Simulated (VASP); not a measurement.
# BaTiO3 (Pm-3m) in VASP: single point with PBEsol

Aim: the single point of BaTiO3 with PBEsol.

Everything below comes from runs of VASP 6.6.1. Logs are shortened: lines on timing, memory, paths and dates and some standing lists are left out, and cuts for length are marked.

### Step 1. The cell of the first run

The structure is cubic, space group Pm-3m (No. 221). Conventional cell: a = 3.970 Å, b = 3.970 Å, c = 3.970 Å, α = 90.00°, β = 90.00°, γ = 90.00°. Ba (site symmetry m-3m) has 12 O at 2.81 Å and 8 Ti at 3.44 Å within 3.7 Å. Ti (site symmetry m-3m) has 6 O at 1.98 Å within 2.6 Å. Within 2.6 Å of O (site symmetry 4/mmm) lie 2 Ti at 1.98 Å.

### Step 2. Single point, PBEsol

INCAR

```
PREC = Accurate
ENCUT = 520
EDIFF = 1E-6
ISMEAR = 0
SIGMA = 0.02
LREAL = False
LASPH = True
NELM = 60
ALGO = Normal
ISIF = 2
LWAVE = False
LCHARG = False
GGA = PS
NBANDS = 28
```

KPOINTS

```
regular mesh
0
Gamma
  8 8 8
```

POSCAR

```
BaTiO3
1.0
    3.9698624747      0.0000000000      0.0000000000
    0.0000000000      3.9698624747      0.0000000000
    0.0000000000      0.0000000000      3.9698883027
Ba Ti O
1 1 3
Direct
    0.0000000000      0.0000000000      0.0000000000
    0.5000000000      0.5000000000      0.5000000000
    0.5000000000      0.5000000000      0.0000000000
    0.5000000000      0.0000000000      0.5000000000
    0.0000000000      0.5000000000      0.5000000000
```

Potentials or basis: VASP PAW PBE potentials, release 64 (Ba_sv, Ti_sv, O).

Started as:

```
cat potpaw_PBE.64/Ba_sv/POTCAR potpaw_PBE.64/Ti_sv/POTCAR potpaw_PBE.64/O/POTCAR > POTCAR
mpirun -np 1 vasp_std > vasp.out
```

OUTCAR:

```text
PREC = Accurate
   ENCUT = 520
   EDIFF = 1E-6
   ISMEAR = 0
   LREAL = False
   LASPH = True
   NELM = 60
   ISIF = 2
   GGA = PS

 ion  position               nearest neighbor table
   1  0.000  0.000  0.000-   3 2.81   3 2.81   3 2.81   3 2.81   5 2.81   4 2.81   5 2.81   5 2.81
                             5 2.81   4 2.81   4 2.81   4 2.81   2 3.44   2 3.44   2 3.44   2 3.44
   2  0.500  0.500  0.500-   4 1.98   5 1.98   4 1.98   5 1.98   3 1.98   3 1.98   1 3.44   1 3.44
                             1 3.44   1 3.44   1 3.44   1 3.44   1 3.44   1 3.44
   3  0.500  0.500  0.000-   2 1.98   2 1.98   1 2.81   1 2.81   1 2.81   1 2.81
   4  0.500  0.000  0.500-   2 1.98   2 1.98   1 2.81   1 2.81   1 2.81   1 2.81
   5  0.000  0.500  0.500-   2 1.98   2 1.98   1 2.81   1 2.81   1 2.81   1 2.81

  LATTYP: Found a simple cubic cell.
 ALAT       =     3.9698624747

  Lattice vectors:

 A1 = (   3.9698624747,   0.0000000000,   0.0000000000)
 A2 = (   0.0000000000,   3.9698624747,   0.0000000000)
 A3 = (   0.0000000000,   0.0000000000,   3.9698883027)

Analysis of symmetry for initial positions (statically):
=====================================================================
 Subroutine PRICEL returns:
 Original cell was already a primitive cell.

 Routine SETGRP: Setting up the symmetry group for a
 simple cubic supercell.

 Subroutine GETGRP returns: Found 48 space group operations
 (whereof 48 operations were pure point group operations)
 out of a pool of 48 trial point group operations.

The static configuration has the point symmetry O_h .

Analysis of symmetry for dynamics (positions and initial velocities):
=====================================================================
 Subroutine PRICEL returns:
 Original cell was already a primitive cell.

 Routine SETGRP: Setting up the symmetry group for a
 simple cubic supercell.

 Subroutine GETGRP returns: Found 48 space group operations
 (whereof 48 operations were pure point group operations)
 out of a pool of 48 trial point group operations.

The dynamic configuration has the point symmetry O_h .

 Subroutine INISYM returns: Found 48 space group operations
 (whereof 48 operations are pure point group operations),
 and found     1 'primitive' translations

----------------------------------------------------------------------------------------

                                     Primitive cell

  volume of cell :      62.5647

  direct lattice vectors                    reciprocal lattice vectors
     3.969862475  0.000000000  0.000000000     0.251897895  0.000000000  0.000000000
     0.000000000  3.969862475  0.000000000     0.000000000  0.251897895  0.000000000
     0.000000000  0.000000000  3.969888303     0.000000000  0.000000000  0.251896256

  length of vectors
     3.969862475  3.969862475  3.969888303     0.251897895  0.251897895  0.251896256

  position of ions in fractional coordinates (direct lattice)
     0.000000000  0.000000000  0.000000000
     0.500000000  0.500000000  0.500000000
     0.500000000  0.500000000  0.000000000
     0.500000000  0.000000000  0.500000000
     0.000000000  0.500000000  0.500000000

  ion indices of the primitive-cell ions
   primitive index   ion index
                 1           1
                 2           2
                 3           3
                 4           4
                 5           5

----------------------------------------------------------------------------------------

 KPOINTS: regular mesh

Automatic generation of k-mesh.
 Grid dimensions read from file:
 generate k-points for:    8    8    8

 Generating k-lattice:

  Cartesian coordinates                     Fractional coordinates (reciprocal lattice)
     0.031487237  0.000000000  0.000000000     0.125000000  0.000000000  0.000000000
     0.000000000  0.031487237  0.000000000     0.000000000  0.125000000  0.000000000
     0.000000000  0.000000000  0.031487032     0.000000000  0.000000000  0.125000000

  Length of vectors
     0.031487237  0.031487237  0.031487032

  Shift w.r.t. Gamma in fractional coordinates (k-lattice)
     0.000000000  0.000000000  0.000000000

 Subroutine IBZKPT returns following result:
 ===========================================

 Found     35 irreducible k-points:

 Following reciprocal coordinates:
            Coordinates               Weight
  0.000000  0.000000  0.000000      1.000000
  0.125000  0.000000  0.000000      6.000000
  0.250000  0.000000  0.000000      6.000000
  0.375000  0.000000  0.000000      6.000000
  0.500000  0.000000  0.000000      3.000000
  0.125000  0.125000  0.000000     12.000000
[... 16 lines left out ...]
  0.375000  0.375000  0.125000     24.000000
  0.500000  0.375000  0.125000     24.000000
 [... further k-points ...]
   k-points           NKPTS =     35   k-points in BZ     NKDIM =     35   number of bands    NBANDS=     28
   number of dos      NEDOS =    301   number of ions     NIONS =      5
   total plane-waves  NPLWV =  27000
   dimension x,y,z NGX =    30 NGY =   30 NGZ =   30
   dimension x,y,z NGXF=    60 NGYF=   60 NGZF=   60
   ions per type =               1   1   3
   NGX,Y,Z   is equivalent  to a cutoff of  12.56, 12.56, 12.56 a.u.
   NGXF,Y,Z  is equivalent  to a cutoff of  25.13, 25.13, 25.13 a.u.
 SYSTEM =  unknown system
   PREC   = accura    normal or accurate (medium, high low for compatibility)
   ISTART =      0    job   : 0-new  1-cont  2-samecut
   ICHARG =      2    charge: 1-file 2-atom 10-const
   ISPIN  =      1    spin polarized calculation?
   LNONCOLLINEAR =      F non collinear calculations
   LSORBIT =      F    spin-orbit coupling
   LASPH  =      T    aspherical Exc in radial PAW
   ENCUT  =  520.0 eV  38.22 Ry    6.18 a.u.   7.38  7.38  7.38*2*pi/ulx,y,z
   NELM   =     60;   NELMIN=  2; NELMDL= -5     # of ELM steps
   EDIFF  = 0.1E-05   stopping-criterion for ELM
   LREAL  =      F    real-space projection
   EDIFFG = 0.1E-04   stopping-criterion for IOM
   NSW    =      0    number of steps for IOM
   IBRION =     -1    ionic relax: 0-MD 1-quasi-New 2-CG
   NFREE  =      0    steps in history (QN), initial steepest desc. (CG)
   ISIF   =      2    stress and relaxation
   ISYM   =      2    0-nonsym 1-usesym 2-fastsym
   POTIM  = 0.5000    time-step for ionic-motion
   TEBEG  =    0.0;   TEEND  =   0.0 temperature during run
   PSTRESS=    0.0 pullay stress
   NELECT =      40.0000    total number of electrons
   NUPDOWN=      -1.0000    fix difference up-down
   EMIN   =  10.00;   EMAX   =-10.00  energy-range for DOS
   EFERMI =   0.00;   METHOD = LEGACY
   ISMEAR =     0;   SIGMA  =   0.02  broadening in eV -4-tet -1-fermi 0-gaus
   EFERMI_NEDOS =   21; number of points for ismear=-14 and -15
   IALGO  =     38    algorithm
   IMIX   =      4    mixing-type and parameters
     AMIX     =   0.40;   BMIX     =  1.00
     AMIX_MAG =   1.60;   BMIX_MAG =  1.00
  volume/ion in A,a.u.               =      12.51        84.44
  Fermi-wavevector in a.u.,A,eV,Ry     =   1.410322  2.665123 27.062117  1.989009
  Thomas-Fermi vector in A             =   2.532288
   LORBIT       =      0    0 simple, 1 ext, 2 COOP (PROOUT), +10 PAW based schemes
   GGA     = PS    functional components
   LHFCALC =     F    Hartree Fock is set to
   AEXX    =    0.0000 exact exchange contribution
   IVDW    =     0    specifies the selected vdW correction
   LEPSILON=     F    determine dielectric tensor
   LRPA    =     F    only Hartree local field effects (RPA)
 non-spin polarized calculation
 Gauss-broadening in eV      SIGMA  =   0.02
  energy-cutoff  :      520.00
  volume of cell :       62.56
 maximum number of plane-waves:      1743
 NGX is ok and might be reduce to    30
   NGX = 15   NGY = 15   NGZ = 15

 number of electron      39.9999985 magnetization

 Free energy of the ion-electron system (eV)
  ---------------------------------------------------
  ext. energy  EPLUGINS =         0.00000000
  ---------------------------------------------------
  free energy    TOTEN  =       -41.97693084 eV

  energy without entropy =      -41.97693084  energy(sigma->0) =      -41.97693084

 E-fermi :   3.9888     XC(G=0): -11.6477

 val. band max:        3.8828089563   @ k =   0.5000   0.5000   0.5000
 cond. band min:       5.6278454480   @ k =   0.0000   0.0000   0.0000
 fundamental gap:      1.7450364918
 Fermi energy:         3.9888306190

 k-point     1 :       0.0000    0.0000    0.0000
  band No.  band energies     occupation
      1     -52.3832      2.00000
      2     -28.7216      2.00000
      3     -28.7216      2.00000
      4     -28.7215      2.00000
      5     -20.8234      2.00000
      6     -12.9878      2.00000
[... 20 lines left out ...]
     27       8.8231      0.00000
     28      11.3418      0.00000

 k-point     2 :       0.1250    0.0000    0.0000
  band No.  band energies     occupation
      1     -52.3830      2.00000
      2     -28.7306      2.00000
      3     -28.7212      2.00000
      4     -28.7211      2.00000
      5     -20.8033      2.00000
      6     -13.0007      2.00000
[... 20 lines left out ...]
     27       9.1465      0.00000
     28      11.7276      0.00000

 k-point     3 :       0.2500    0.0000    0.0000
  band No.  band energies     occupation
      1     -52.3826      2.00000
      2     -28.7522      2.00000
      3     -28.7204      2.00000
      4     -28.7203      2.00000
      5     -20.7541      2.00000
      6     -13.0865      2.00000
[... 20 lines left out ...]
     27      10.0010      0.00000
     28      12.3204      0.00000

 k-point     4 :       0.3750    0.0000    0.0000
  band No.  band energies     occupation
      1     -52.3821      2.00000
      2     -28.7737      2.00000
      3     -28.7195      2.00000
      4     -28.7194      2.00000
      5     -20.7036      2.00000
      6     -13.2155      2.00000
[... 578 lines left out ...]
     27      12.3079      0.00000
     28      12.5061      0.00000

 k-point    23 :       0.3750    0.3750    0.1250
  band No.  band energies     occupation
      1     -52.3809      2.00000
      2     -28.7701      2.00000
      3     -28.7696      2.00000
      4     -28.7261      2.00000
      5     -20.6104      2.00000
      6     -12.7353      2.00000
[... 20 lines left out ...]
     27      12.2384      0.00000
     28      12.8789      0.00000

 k-point    24 :       0.5000    0.3750    0.1250
  band No.  band energies     occupation
      1     -52.3807      2.00000
      2     -28.7784      2.00000
      3     -28.7693      2.00000
      4     -28.7257      2.00000
      5     -20.5965      2.00000
      6     -12.6771      2.00000
[... 20 lines left out ...]
     27      12.1467      0.00000
     28      13.0068      0.00000

 [... further k-points ...]

------------------------ aborting loop because EDIFF is reached ----------------------------------------

  FORCE on cell =-STRESS in cart. coord.  units (eV):
  Direction    XX          YY          ZZ          XY          YZ          ZX
  --------------------------------------------------------------------------------------
  -------------------------------------------------------------------------------------
  Total        0.7818395      0.7818395      0.7818497     -0.0000000     -0.0000000      0.0000000
  in kB       20.0216102     20.0216102     20.0218707     -0.0000000     -0.0000000      0.0000000
  external PRESSURE =      20.0216971 kB  Pullay stress =       0.0000000 kB

 VOLUME and BASIS-vectors are now :
 -----------------------------------------------------------------------------
  energy-cutoff  :      520.00
  volume of cell :       62.56
      direct lattice vectors                 reciprocal lattice vectors
     3.969862475  0.000000000  0.000000000     0.251897895  0.000000000  0.000000000
     0.000000000  3.969862475  0.000000000     0.000000000  0.251897895  0.000000000
     0.000000000  0.000000000  3.969888303     0.000000000  0.000000000  0.251896256

 POSITION                                       TOTAL-FORCE (eV/Angst)
 -----------------------------------------------------------------------------------
      0.00000      0.00000      0.00000         0.000000      0.000000      0.000000
      1.98493      1.98493      1.98494         0.000000      0.000000      0.000000
      1.98493      1.98493      0.00000         0.000000      0.000000      0.000000
      1.98493      0.00000      1.98494         0.000000      0.000000      0.000000
      0.00000      1.98493      1.98494         0.000000      0.000000      0.000000
 -----------------------------------------------------------------------------------
    total drift:                                0.000000      0.000000     -0.000000

  FREE ENERGIE OF THE ION-ELECTRON SYSTEM (eV)
  ---------------------------------------------------
  free  energy   TOTEN  =       -41.9769308363 eV

  energy  without entropy=      -41.9769308363  energy(sigma->0) =      -41.97693084
```

Wall time 2.2 min (1 thread of AMD EPYC 7R13, shared host); peak memory 0.18 GiB.

Results:

```yaml
Free_energy: -41.9769 eV
Pressure: 2.0 GPa
Band_gap_on_the_k_mesh: 1.75 eV (least direct gap 1.87 eV)
```

Caveat: the PAW data sets were made with another functional, which shifts forces and pressure a little; spin-orbit coupling is left out, which moves the levels of the heavy elements.
